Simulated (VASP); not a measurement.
# Rb2TcF6 (P-3m1) in VASP: single point with PBE

Aim: the single point of Rb2TcF6 with PBE.

Everything below comes from runs of VASP 6.6.1. Logs are shortened: lines on timing, memory, paths and dates and some standing lists are left out, and cuts for length are marked.

## (1) The cell of the first run

It takes space group P-3m1 (No. 164, trigonal). The conventional cell has a = 5.949 Å, b = 5.949 Å, c = 4.759 Å, α = 90.00°, β = 90.00°, γ = 120.00°. Within 4.0 Å of Rb (site symmetry 3m) lie 12 F at 2.91 to 3.08 Å and 3 Tc at 3.72 Å and 3 Rb at 3.93 Å. Within 2.6 Å of Tc (site symmetry -3m) lie 6 F at 1.93 Å. F (site symmetry m) has 1 Tc at 1.93 Å and 8 F at 2.67 to 3.15 Å and 4 Rb at 2.91 to 3.08 Å within 3.2 Å.

## (2) Single point, PBE

Input file INCAR:

```
ALGO     = Normal         # electronic algorithm
EDIFF    = 1E-7           # SCF threshold, eV
ENCUT    = 520            # plane-wave cutoff, eV
GGA      = PE             # functional
ISIF     = 2              # what is computed and relaxed
ISMEAR   = 0              # smearing method
LASPH    = T              # aspherical terms in the spheres
LCHARG   = F              # write CHGCAR
LREAL    = F              # projectors in reciprocal space
LWAVE    = F              # write WAVECAR
NBANDS   = 46             # bands
NELM     = 60             # most SCF steps
PREC     = Accurate       # precision mode
SIGMA    = 0.05           # smearing width, eV
```

Input file KPOINTS:

```
k-points
0
Gamma
  6 6 8
```

Input file POSCAR:

```
Rb2TcF6
1.0
    5.9490000000      0.0000000000      0.0000000000
   -2.9745000000      5.1519851271      0.0000000000
    0.0000000000      0.0000000000      4.7590000000
Rb Tc F
2 1 6
Direct
    0.3333333333      0.6666666667      0.3003000000
    0.6666666667      0.3333333333      0.6997000000
    0.0000000000      0.0000000000      0.0000000000
    0.3137000000      0.1568500000      0.2229000000
    0.8431500000      0.1568500000      0.2229000000
    0.8431500000      0.6863000000      0.2229000000
    0.1568500000      0.3137000000      0.7771000000
    0.1568500000      0.8431500000      0.7771000000
    0.6863000000      0.8431500000      0.7771000000
```

Potentials or basis: VASP PAW PBE potentials, release 64 (Rb_sv, Tc_pv, F).

Launch:

```sh
> cat potpaw_PBE.64/Rb_sv/POTCAR potpaw_PBE.64/Tc_pv/POTCAR potpaw_PBE.64/F/POTCAR > POTCAR
> mpirun -np 1 vasp_std > vasp.out
```

OUTCAR:

```text
EDIFF = 1E-7
   ENCUT = 520
   GGA = PE
   ISIF = 2
   ISMEAR = 0
   LASPH = T
   LREAL = F
   NELM = 60
   PREC = Accurate

 ion  position               nearest neighbor table
   1  0.333  0.667  0.300-   8 2.91   7 2.91   9 2.91   4 3.00   6 3.00   5 3.00   5 3.00   4 3.00
                             6 3.00   8 3.08   7 3.08   9 3.08   3 3.72   3 3.72   3 3.72   2 3.93
   2  0.667  0.333  0.700-   5 2.91   6 2.91   4 2.91   9 3.00   7 3.00   8 3.00   8 3.00   9 3.00
                             7 3.00   5 3.08   6 3.08   4 3.08   3 3.72   3 3.72   3 3.72   1 3.93
   3  0.000  0.000  0.000-   6 1.93   7 1.93   4 1.93   5 1.93   8 1.93   9 1.93   1 3.72   2 3.72
                             1 3.72   2 3.72   2 3.72   1 3.72
   4  0.314  0.157  0.223-   3 1.93   2 2.91   1 3.00   1 3.00   2 3.08
   5  0.843  0.157  0.223-   3 1.93   2 2.91   1 3.00   1 3.00   2 3.08
   6  0.843  0.686  0.223-   3 1.93   2 2.91   1 3.00   1 3.00   2 3.08
   7  0.157  0.314  0.777-   3 1.93   1 2.91   2 3.00   2 3.00   1 3.08
   8  0.157  0.843  0.777-   3 1.93   1 2.91   2 3.00   2 3.00   1 3.08
   9  0.686  0.843  0.777-   3 1.93   1 2.91   2 3.00   2 3.00   1 3.08

  LATTYP: Found a hexagonal cell.
 ALAT       =     5.9490000000
 C/A-ratio  =     0.7999663809

  Lattice vectors:

 A1 = (   5.9490000000,   0.0000000000,   0.0000000000)
 A2 = (  -2.9745000000,   5.1519851271,   0.0000000000)
 A3 = (   0.0000000000,   0.0000000000,   4.7590000000)

Analysis of symmetry for initial positions (statically):
=====================================================================
 Subroutine PRICEL returns:
 Original cell was already a primitive cell.

 Routine SETGRP: Setting up the symmetry group for a
 hexagonal supercell.

 Subroutine GETGRP returns: Found 12 space group operations
 (whereof 12 operations were pure point group operations)
 out of a pool of 24 trial point group operations.

The static configuration has the point symmetry D_3d.

Analysis of symmetry for dynamics (positions and initial velocities):
=====================================================================
 Subroutine PRICEL returns:
 Original cell was already a primitive cell.

 Routine SETGRP: Setting up the symmetry group for a
 hexagonal supercell.

 Subroutine GETGRP returns: Found 12 space group operations
 (whereof 12 operations were pure point group operations)
 out of a pool of 24 trial point group operations.

The dynamic configuration has the point symmetry D_3d.

 Subroutine INISYM returns: Found 12 space group operations
 (whereof 12 operations are pure point group operations),
 and found     1 'primitive' translations

----------------------------------------------------------------------------------------

                                     Primitive cell

  volume of cell :     145.8594

  direct lattice vectors                    reciprocal lattice vectors
     5.949000000  0.000000000  0.000000000     0.168095478  0.097049970  0.000000000
    -2.974500000  5.151985127  0.000000000     0.000000000  0.194099939  0.000000000
     0.000000000  0.000000000  4.759000000     0.000000000  0.000000000  0.210128178

  length of vectors
     5.949000000  5.949000000  4.759000000     0.194099939  0.194099939  0.210128178

  position of ions in fractional coordinates (direct lattice)
     0.333333333  0.666666667  0.300300000
     0.666666667  0.333333333  0.699700000
     0.000000000  0.000000000  0.000000000
     0.313700000  0.156850000  0.222900000
     0.843150000  0.156850000  0.222900000
     0.843150000  0.686300000  0.222900000
     0.156850000  0.313700000  0.777100000
     0.156850000  0.843150000  0.777100000
     0.686300000  0.843150000  0.777100000

  ion indices of the primitive-cell ions
   primitive index   ion index
                 1           1
                 2           2
                 3           3
                 4           4
                 5           5
                 6           6
                 7           7
                 8           8
                 9           9

----------------------------------------------------------------------------------------

 KPOINTS: k-points

Automatic generation of k-mesh.
 Grid dimensions read from file:
 generate k-points for:    6    6    8

 Generating k-lattice:

  Cartesian coordinates                     Fractional coordinates (reciprocal lattice)
     0.028015913  0.016174995  0.000000000     0.166666667  0.000000000  0.000000000
     0.000000000  0.032349990  0.000000000     0.000000000  0.166666667  0.000000000
     0.000000000  0.000000000  0.026266022     0.000000000  0.000000000  0.125000000

  Length of vectors
     0.032349990  0.032349990  0.026266022

  Shift w.r.t. Gamma in fractional coordinates (k-lattice)
     0.000000000  0.000000000  0.000000000

 Subroutine IBZKPT returns following result:
 ===========================================

 Found     44 irreducible k-points:

 Following reciprocal coordinates:
            Coordinates               Weight
  0.000000  0.000000  0.000000      1.000000
  0.166667  0.000000  0.000000      6.000000
  0.333333  0.000000  0.000000      6.000000
  0.500000  0.000000  0.000000      3.000000
  0.166667  0.166667  0.000000      6.000000
  0.333333  0.166667  0.000000     12.000000
[... 16 lines left out ...]
  0.500000  0.000000  0.250000      6.000000
  0.166667  0.166667  0.250000     12.000000
 [... further k-points ...]
   k-points           NKPTS =     44   k-points in BZ     NKDIM =     44   number of bands    NBANDS=     46
   number of dos      NEDOS =    301   number of ions     NIONS =      9
   total plane-waves  NPLWV =  82944
   dimension x,y,z NGX =    48 NGY =   48 NGZ =   36
   dimension x,y,z NGXF=    96 NGYF=   96 NGZF=   72
   ions per type =               2   1   6
   NGX,Y,Z   is equivalent  to a cutoff of  13.41, 13.41, 12.58 a.u.
   NGXF,Y,Z  is equivalent  to a cutoff of  26.83, 26.83, 25.15 a.u.
 SYSTEM =  unknown system
   PREC   = accura    normal or accurate (medium, high low for compatibility)
   ISTART =      0    job   : 0-new  1-cont  2-samecut
   ICHARG =      2    charge: 1-file 2-atom 10-const
   ISPIN  =      1    spin polarized calculation?
   LNONCOLLINEAR =      F non collinear calculations
   LSORBIT =      F    spin-orbit coupling
   LASPH  =      T    aspherical Exc in radial PAW
   ENCUT  =  520.0 eV  38.22 Ry    6.18 a.u.  11.06 11.06  8.85*2*pi/ulx,y,z
   NELM   =     60;   NELMIN=  2; NELMDL= -5     # of ELM steps
   EDIFF  = 0.1E-06   stopping-criterion for ELM
   LREAL  =      F    real-space projection
   EDIFFG = 0.1E-05   stopping-criterion for IOM
   NSW    =      0    number of steps for IOM
   IBRION =     -1    ionic relax: 0-MD 1-quasi-New 2-CG
   NFREE  =      0    steps in history (QN), initial steepest desc. (CG)
   ISIF   =      2    stress and relaxation
   ISYM   =      2    0-nonsym 1-usesym 2-fastsym
   POTIM  = 0.5000    time-step for ionic-motion
   TEBEG  =    0.0;   TEEND  =   0.0 temperature during run
   PSTRESS=    0.0 pullay stress
   NELECT =      73.0000    total number of electrons
   NUPDOWN=      -1.0000    fix difference up-down
   EMIN   =  10.00;   EMAX   =-10.00  energy-range for DOS
   EFERMI =   0.00;   METHOD = LEGACY
   ISMEAR =     0;   SIGMA  =   0.05  broadening in eV -4-tet -1-fermi 0-gaus
   EFERMI_NEDOS =   21; number of points for ismear=-14 and -15
   IALGO  =     38    algorithm
   IMIX   =      4    mixing-type and parameters
     AMIX     =   0.40;   BMIX     =  1.00
     AMIX_MAG =   1.60;   BMIX_MAG =  1.00
  volume/ion in A,a.u.               =      16.21       109.37
  Fermi-wavevector in a.u.,A,eV,Ry     =   1.299784  2.456235 22.986189  1.689437
  Thomas-Fermi vector in A             =   2.431025
   LORBIT       =      0    0 simple, 1 ext, 2 COOP (PROOUT), +10 PAW based schemes
   GGA     = PE    functional components
   LHFCALC =     F    Hartree Fock is set to
   AEXX    =    0.0000 exact exchange contribution
   IVDW    =     0    specifies the selected vdW correction
   LEPSILON=     F    determine dielectric tensor
   LRPA    =     F    only Hartree local field effects (RPA)
 non-spin polarized calculation
 Gauss-broadening in eV      SIGMA  =   0.05
  energy-cutoff  :      520.00
  volume of cell :      145.86
 maximum number of plane-waves:      3951
 NGX is ok and might be reduce to    48
   NGX = 23   NGY = 23   NGZ = 17

 number of electron      73.0000018 magnetization

 Free energy of the ion-electron system (eV)
  ---------------------------------------------------
  ext. energy  EPLUGINS =         0.00000000
  ---------------------------------------------------
  free energy    TOTEN  =       -44.84608291 eV

  energy without entropy =      -44.80094182  energy(sigma->0) =      -44.82351236

 E-fermi :   1.8555     XC(G=0):  -9.1908

 val. band max:        1.8531983253   @ k =   0.1667   0.0000   0.3750
 cond. band min:       1.8563863096   @ k =   0.1667   0.0000   0.1250
 fundamental gap:      0.0031879842
 Fermi energy:         1.8554922479

 k-point     1 :       0.0000    0.0000    0.0000
  band No.  band energies     occupation
      1     -38.7491      2.00000
      2     -38.7491      2.00000
      3     -38.6599      2.00000
      4     -24.2464      2.00000
      5     -24.1209      2.00000
      6     -22.2068      2.00000
[... 38 lines left out ...]
     45       9.4052      0.00000
     46       9.4052      0.00000

 k-point     2 :       0.1667    0.0000    0.0000
  band No.  band energies     occupation
      1     -38.7491      2.00000
      2     -38.7491      2.00000
      3     -38.6599      2.00000
      4     -24.2350      2.00000
      5     -24.1257      2.00000
      6     -22.2158      2.00000
[... 38 lines left out ...]
     45       9.3060      0.00000
     46       9.6892      0.00000

 k-point     3 :       0.3333    0.0000    0.0000
  band No.  band energies     occupation
      1     -38.7491      2.00000
      2     -38.7491      2.00000
      3     -38.6599      2.00000
      4     -24.2080      2.00000
      5     -24.1396      2.00000
      6     -22.2345      2.00000
[... 38 lines left out ...]
     45       9.2298      0.00000
     46       9.8318      0.00000

 k-point     4 :       0.5000    0.0000    0.0000
  band No.  band energies     occupation
      1     -38.7491      2.00000
      2     -38.7491      2.00000
      3     -38.6599      2.00000
      4     -24.1879      2.00000
      5     -24.1530      2.00000
      6     -22.2442      2.00000
[... 920 lines left out ...]
     45       9.3050      0.00000
     46       9.4445      0.00000

 k-point    23 :       0.5000    0.0000    0.2500
  band No.  band energies     occupation
      1     -38.7491      2.00000
      2     -38.7490      2.00000
      3     -38.6603      2.00000
      4     -24.1768      2.00000
      5     -24.1485      2.00000
      6     -22.2081      2.00000
[... 38 lines left out ...]
     45       9.4997      0.00000
     46       9.6559      0.00000

 k-point    24 :       0.1667    0.1667    0.2500
  band No.  band energies     occupation
      1     -38.7490      2.00000
      2     -38.7490      2.00000
      3     -38.6603      2.00000
      4     -24.1977      2.00000
      5     -24.1360      2.00000
      6     -22.2060      2.00000
[... 38 lines left out ...]
     45       9.2878      0.00000
     46       9.4752      0.00000

 [... further k-points ...]

------------------------ aborting loop because EDIFF is reached ----------------------------------------

  FORCE on cell =-STRESS in cart. coord.  units (eV):
  Direction    XX          YY          ZZ          XY          YZ          ZX
  --------------------------------------------------------------------------------------
  -------------------------------------------------------------------------------------
  Total        3.4867088      3.4867088      3.4640132      0.0000000     -0.0000000      0.0000000
  in kB       38.2994010     38.2994010     38.0501035      0.0000000     -0.0000000      0.0000000
  external PRESSURE =      38.2163018 kB  Pullay stress =       0.0000000 kB

 VOLUME and BASIS-vectors are now :
 -----------------------------------------------------------------------------
  energy-cutoff  :      520.00
  volume of cell :      145.86
      direct lattice vectors                 reciprocal lattice vectors
     5.949000000  0.000000000  0.000000000     0.168095478  0.097049970  0.000000000
    -2.974500000  5.151985127  0.000000000     0.000000000  0.194099939  0.000000000
     0.000000000  0.000000000  4.759000000     0.000000000  0.000000000  0.210128178

 POSITION                                       TOTAL-FORCE (eV/Angst)
 -----------------------------------------------------------------------------------
     -0.00000      3.43466      1.42913         0.000000     -0.000000     -0.043912
      2.97450      1.71733      3.32987         0.000000     -0.000000      0.043912
      0.00000      0.00000      0.00000         0.000000     -0.000000      0.000000
      1.39965      0.80809      1.06078         0.323499      0.186772      0.270728
      4.54935      0.80809      1.06078        -0.323499      0.186772      0.270728
      2.97450      3.53581      1.06078         0.000000     -0.373544      0.270728
      0.00000      1.61618      3.69822         0.000000      0.373544     -0.270728
     -1.57485      4.34390      3.69822         0.323499     -0.186772     -0.270728
      1.57485      4.34390      3.69822        -0.323499     -0.186772     -0.270728
 -----------------------------------------------------------------------------------
    total drift:                                0.000000      0.000000      0.000000

  FREE ENERGIE OF THE ION-ELECTRON SYSTEM (eV)
  ---------------------------------------------------
  free  energy   TOTEN  =       -44.8460829096 eV

  energy  without entropy=      -44.8009418201  energy(sigma->0) =      -44.82351236
```

Run time: 5.2 min. Hardware: 1 thread of Intel Xeon Platinum 8375C at 2.90GHz (Ice Lake), shared host; peak memory 0.42 GiB.

What came out:

```yaml
Free_energy: -44.8461 eV
Pressure: 3.8 GPa
Largest_force: 0.461 eV/Å
Band_gap_on_the_k_mesh: zero (an odd number of electrons rules out a gap without spin polarisation)
```

Forces on the atoms (eV/Å):
```
Rb   0.000  0.000 -0.044
Rb   0.000  0.000  0.044
Tc   0.000  0.000  0.000
F    0.323  0.187  0.271
F   -0.323  0.187  0.271
F    0.000 -0.374  0.271
F    0.000  0.374 -0.271
F    0.323 -0.187 -0.271
F   -0.323 -0.187 -0.271
```

Caveat: the cell stands under pressure; an odd number of electrons without spin polarisation forces a metal; a magnetic or distorted state may lie lower.
